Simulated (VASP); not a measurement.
Crystal: Ag.

```
CELL_PARAMETERS angstrom
4.09000 0.00000 0.00000
0.00000 4.09000 0.00000
0.00000 0.00000 4.09000
ATOMIC_POSITIONS crystal
Ag 0.00000 0.00000 0.00000
Ag 0.00000 0.50000 0.50000
Ag 0.50000 0.00000 0.50000
Ag 0.50000 0.50000 0.00000
```

* Program: VASP 6.6.1
* Task: relaxation of volume and atoms at fixed shape
* Functional: PBE
* Potentials or basis: VASP PAW PBE potentials, release 64 (Ag)
* Cutoff: 500 eV
* k mesh: 6 × 6 × 6
* Occupations: gaussian, width 0.05 eV
* Spin: no spin polarisation

At the start: pressure 4.4 GPa; volume 17.10 Å³/atom.

**Question.** How do energy, volume and symmetry change on relaxing?

**Answer.** Over 3 steps the energy falls by 9.7 meV/atom and the volume is 17.85 Å³/atom (+4.3 %); space group Fm-3m (No. 225, to 0.05 Å).

Step by step:
```csv
step,energy change (eV),largest force (eV/Å),pressure (GPa),volume (Å³)
1,0.0000,0.0000,4.38,68.42
2,-0.0267,0.0000,-2.08,73.16
3,-0.0386,0.0000,0.00,71.38
```

Final structure:
```
Ag
1.0
     4.14823    0.00000    0.00000
     0.00000    4.14823    0.00000
     0.00000    0.00000    4.14823
Ag
4
Direct
  0.00000 0.00000 0.00000
  0.00000 0.50000 0.50000
  0.50000 0.00000 0.50000
  0.50000 0.50000 0.00000
```
